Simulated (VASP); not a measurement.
# FeO in VASP: notebook

The runs below take FeO through single point, with PBE.

Everything below comes from runs of VASP 6.6.1. Logs are shortened: lines on timing, memory, paths and dates and some standing lists are left out, and cuts for length are marked.

### Step 1. The cell of the first run

The typed cell holds 2 atoms: a = 2.953 Å, b = 2.953 Å, c = 2.953 Å, α = 59.99°, β = 59.99°, γ = 59.99°.

### Step 2. Single point, PBE, collinear spin, ferromagnetic start (volume scaled by 0.91, then relaxed in part)

INCAR

```
ALGO = Normal
EDIFF = 1E-6
ENCUT = 520
GGA = PE
ISIF = 2
ISMEAR = 0
ISPIN = 2
LASPH = T
LCHARG = F
LMAXMIX = 4
LORBIT = 11
LREAL = F
LWAVE = F
MAGMOM = 3.79 0.35
NBANDS = 18
NELM = 150
PREC = Accurate
SIGMA = 0.1
```

KPOINTS

```
k-points
0
Gamma
  18 18 18
```

POSCAR

```
FeO
1.0
    1.4760944537      0.8522235302      2.4110056853
   -1.4760944537      0.8522235302      2.4110056853
    0.0000000000     -1.7044470603      2.4110056854
Fe O
1 1
Direct
    0.0000000000      0.0000000000      0.0000000000
    0.5000000000      0.5000000000      0.5000000000
```

Potentials or basis: VASP PAW PBE potentials, release 64 (Fe, O).

On the command line:

```console
$ cat potpaw_PBE.64/Fe/POTCAR potpaw_PBE.64/O/POTCAR > POTCAR
$ mpirun -np 1 vasp_std > vasp.out
```

OUTCAR:

```text
EDIFF = 1E-6
   ENCUT = 520
   GGA = PE
   ISIF = 2
   ISMEAR = 0
   ISPIN = 2
   LASPH = T
   LORBIT = 11
   LREAL = F
   NELM = 150
   PREC = Accurate

 ion  position               nearest neighbor table
   1  0.000  0.000  0.000-   2 2.09   2 2.09   2 2.09   2 2.09   2 2.09   2 2.09
   2  0.500  0.500  0.500-   1 2.09   1 2.09   1 2.09   1 2.09   1 2.09   1 2.09

  LATTYP: Found a trigonal (rhomboedric) cell.
 ALAT       =     2.9526408851
 COS(alpha) =     0.5001530640

  Lattice vectors:

 A1 = (   1.4760944537,   0.8522235302,   2.4110056853)
 A2 = (  -1.4760944537,   0.8522235302,   2.4110056853)
 A3 = (   0.0000000000,  -1.7044470603,   2.4110056854)

Analysis of symmetry for initial positions (statically):
=====================================================================
 Subroutine PRICEL returns:
 Original cell was already a primitive cell.

 Routine SETGRP: Setting up the symmetry group for a
 trigonal (rhombohedral) supercell.

 Subroutine GETGRP returns: Found 12 space group operations
 (whereof 12 operations were pure point group operations)
 out of a pool of 12 trial point group operations.

The static configuration has the point symmetry D_3d.

Analysis of symmetry for dynamics (positions and initial velocities):
=====================================================================
 Subroutine PRICEL returns:
 Original cell was already a primitive cell.

 Routine SETGRP: Setting up the symmetry group for a
 trigonal (rhombohedral) supercell.

 Subroutine GETGRP returns: Found 12 space group operations
 (whereof 12 operations were pure point group operations)
 out of a pool of 12 trial point group operations.

The dynamic configuration has the point symmetry D_3d.

Analysis of structural, dynamic, and magnetic symmetry:
=====================================================================
 Subroutine PRICEL returns:
 Original cell was already a primitive cell.

 Routine SETGRP: Setting up the symmetry group for a
 trigonal (rhombohedral) supercell.

 Subroutine GETGRP returns: Found 12 space group operations
 (whereof 12 operations were pure point group operations)
 out of a pool of 12 trial point group operations.

The overall configuration has the point symmetry D_3d.

[... 114 lines left out ...]
   EFERMI_NEDOS =   21; number of points for ismear=-14 and -15
   IALGO  =     38    algorithm
   IMIX   =      4    mixing-type and parameters
     AMIX     =   0.40;   BMIX     =  1.00
     AMIX_MAG =   1.60;   BMIX_MAG =  1.00
  volume/ion in A,a.u.               =       9.10        61.40
  Fermi-wavevector in a.u.,A,eV,Ry     =   1.500071  2.834723 30.616003  2.250213
  Thomas-Fermi vector in A             =   2.611619
   LORBIT       =     11    0 simple, 1 ext, 2 COOP (PROOUT), +10 PAW based schemes
   GGA     = PE    functional components
   LHFCALC =     F    Hartree Fock is set to
   AEXX    =    0.0000 exact exchange contribution
   IVDW    =     0    specifies the selected vdW correction
   LEPSILON=     F    determine dielectric tensor
   LRPA    =     F    only Hartree local field effects (RPA)
 spin polarized calculation
 Gauss-broadening in eV      SIGMA  =   0.10
  energy-cutoff  :      520.00
  volume of cell :       18.20
 maximum number of plane-waves:       531
 NGX is ok and might be reduce to    24
   NGX = 11   NGY = 11   NGZ = 11

 number of electron      14.0000006 magnetization       3.9858851

 Free energy of the ion-electron system (eV)
  ---------------------------------------------------
  ext. energy  EPLUGINS =         0.00000000
  ---------------------------------------------------
  free energy    TOTEN  =       -14.81788315 eV

  energy without entropy =      -14.81148216  energy(sigma->0) =      -14.81468265

 E-fermi :   7.2774     XC(G=0): -12.7031

 val. band max:        7.2764894501   @ k =   0.5000  -0.0000   0.0000
 cond. band min:       7.2863879839   @ k =  -0.3333   0.0556   0.0556
 fundamental gap:      0.0098985339
 Fermi energy:         7.2773983381

 spin component 1

 k-point     1 :       0.0000    0.0000    0.0000
  band No.  band energies     occupation
      1     -14.2599      1.00000
      2       3.1380      1.00000
      3       3.1395      1.00000
      4       3.1395      1.00000
      5       3.3000      1.00000
      6       3.3011      1.00000
[... 493 lines left out ...]
     17      34.5643      0.00000
     18      36.8308      0.00000

 [... further k-points ...]

 spin component 2

 k-point     1 :       0.0000    0.0000    0.0000
  band No.  band energies     occupation
      1     -13.6958      1.00000
      2       3.7377      1.00000
      3       3.7393      1.00000
      4       3.7393      1.00000
      5       6.3995      1.00000
      6       6.4009      1.00000
[... 493 lines left out ...]
     17      35.4787      0.00000
     18      37.8864      0.00000

 [... further k-points ...]

------------------------ aborting loop because EDIFF is reached ----------------------------------------

  FORCE on cell =-STRESS in cart. coord.  units (eV):
  Direction    XX          YY          ZZ          XY          YZ          ZX
  --------------------------------------------------------------------------------------
  -------------------------------------------------------------------------------------
  Total        2.4758940      2.4758940      2.4743336     -0.0000000     -0.0000000     -0.0000000
  in kB      217.9844337    217.9844337    217.8470459     -0.0000000     -0.0000000     -0.0000000
  external PRESSURE =     217.9386378 kB  Pullay stress =       0.0000000 kB

 VOLUME and BASIS-vectors are now :
 -----------------------------------------------------------------------------
  energy-cutoff  :      520.00
  volume of cell :       18.20
      direct lattice vectors                 reciprocal lattice vectors
     1.476094454  0.852223530  2.411005685     0.338731711  0.195566845  0.138254893
    -1.476094454  0.852223530  2.411005685    -0.338731711  0.195566845  0.138254893
     0.000000000 -1.704447060  2.411005685     0.000000000 -0.391133689  0.138254893

 POSITION                                       TOTAL-FORCE (eV/Angst)
 -----------------------------------------------------------------------------------
      0.00000      0.00000      0.00000         0.000000      0.000000      0.000000
      0.00000      0.00000      3.61651        -0.000000     -0.000000     -0.000000
 -----------------------------------------------------------------------------------
    total drift:                               -0.000000      0.000000     -0.000000

  FREE ENERGIE OF THE ION-ELECTRON SYSTEM (eV)
  ---------------------------------------------------
  free  energy   TOTEN  =       -14.8178831456 eV

  energy  without entropy=      -14.8114821555  energy(sigma->0) =      -14.81468265

 total charge

# of ion       s       p       d       tot
------------------------------------------
    1        0.317   0.429   6.163   6.909
    2        1.558   3.491   0.000   5.048
--------------------------------------------------
tot          1.874   3.920   6.163  11.957

 magnetization (x)

# of ion       s       p       d       tot
------------------------------------------
    1        0.027   0.023   3.543   3.593
    2        0.034   0.285   0.000   0.318
--------------------------------------------------
tot          0.061   0.308   3.543   3.912
```

stdout:

```text
POSCAR found type information on POSCAR FeO
 POSCAR found :  2 types and       2 ions
 scaLAPACK will be used
 LDA part: xc-table for (Slater+PW92), standard interpolation
 POSCAR, INCAR and KPOINTS ok, starting setup
 FFT: planning ... GRIDC
 FFT: planning ... GRID_SOFT
 FFT: planning ... GRID
 WAVECAR not read
 entering main loop
```

Wall time 4.2 min (1 thread of AMD EPYC 9R45 (Zen 5), shared host); peak memory 0.37 GiB.

What came out:

```yaml
Free_energy: -14.8179 eV
Pressure: 21.8 GPa
Band_gap_on_the_k_mesh: zero (filled and empty bands overlap)
Net_moment: 3.99 μB per cell
Site_moments: Fe +3.59; O +0.32 μB
Valence_electrons_inside_the_program's_atomic_spheres: Fe 6.91; O 5.05
```

Caveat: a cell with one magnetic atom can't hold antiferromagnetic order, which such compounds often take; semilocal functionals often make such compounds metallic where correlation or magnetic order opens a gap, which also shifts bond lengths.

### Step 3. Single point, PBE, collinear spin, ferromagnetic start (volume scaled by 0.94, then relaxed in part)

INCAR

```
  ALGO = Normal
  EDIFF = 1E-7
  ENCUT = 520
  GGA = PE
  ISIF = 2
  ISMEAR = 0
  ISPIN = 2
  LASPH = True
  LCHARG = True
  LELF = True
  LMAXMIX = 4
  LORBIT = 11
  LREAL = False
  LVHAR = True
  LWAVE = False
  MAGMOM = 3.79 0.35
  NBANDS = 18
  NELM = 150
  PREC = Accurate
  SIGMA = 0.1
```

KPOINTS is that of step 2.

POSCAR

```
FeO
1.0
    1.4921402157      0.8614875553      2.4372143222
   -1.4921402157      0.8614875553      2.4372143222
    0.0000000000     -1.7229751104      2.4372143222
Fe O
1 1
Direct
    0.0000000000      0.0000000000      0.0000000000
    0.5000000000      0.5000000000      0.5000000000
```

Potentials or basis: VASP PAW PBE potentials, release 64 (Fe, O).

On the command line:

```console
$ cat potpaw_PBE.64/Fe/POTCAR potpaw_PBE.64/O/POTCAR > POTCAR
$ mpirun -np 1 vasp_std > vasp.out
```

It took 4.6 min on 1 thread of AMD EPYC 9R45 (Zen 5), shared host; peak memory 0.37 GiB.

It converged, with:

* Free energy: -14.8846 eV
* Pressure: 13.5 GPa
* Band gap on the k mesh: zero (filled and empty bands overlap)
* Net moment: 4.00 μB per cell
* Site moments: Fe +3.61; O +0.32 μB
* Valence electrons inside the program's atomic spheres: Fe 6.84; O 5.03

Levels at points of the mesh, in eV from the Fermi level:
Spin up:
```
           k point  band 6  band 7  band 8  band 9  band 10  band 11  band 12  band 13
(0.00, 0.00, 0.00)   -3.94   -3.94   -3.69   -3.69     0.47    15.69    17.58    17.58
(0.50, 0.00, 0.00)   -3.02   -2.42   -0.12   -0.12     4.27     9.11    13.03    13.03
(0.50, 0.50, 0.00)   -3.25   -2.72   -2.72   -2.64     5.79     9.18    11.12    15.49
(0.50, 0.50, 0.50)   -3.02   -2.42   -0.12   -0.12     4.27     9.11    13.04    13.04
```
Spin down:
| k point | band 3 | band 4 | band 5 | band 6 | band 7 | band 8 |
| --- | --- | --- | --- | --- | --- | --- |
| (0.00, 0.00, 0.00) | -3.43 | -3.43 | -0.82 | -0.82 | -0.82 | 0.17 |
| (0.50, 0.00, 0.00) | -5.52 | -5.51 | 0.44 | 0.44 | 0.67 | 3.04 |
| (0.50, 0.50, 0.00) | -4.68 | -4.68 | -2.36 | 0.77 | 0.82 | 0.82 |
| (0.50, 0.50, 0.50) | -5.51 | -5.51 | 0.44 | 0.44 | 0.67 | 3.04 |

Caveat: a cell with one magnetic atom can't hold antiferromagnetic order, which such compounds often take; semilocal functionals often make such compounds metallic where correlation or magnetic order opens a gap, which also shifts bond lengths.
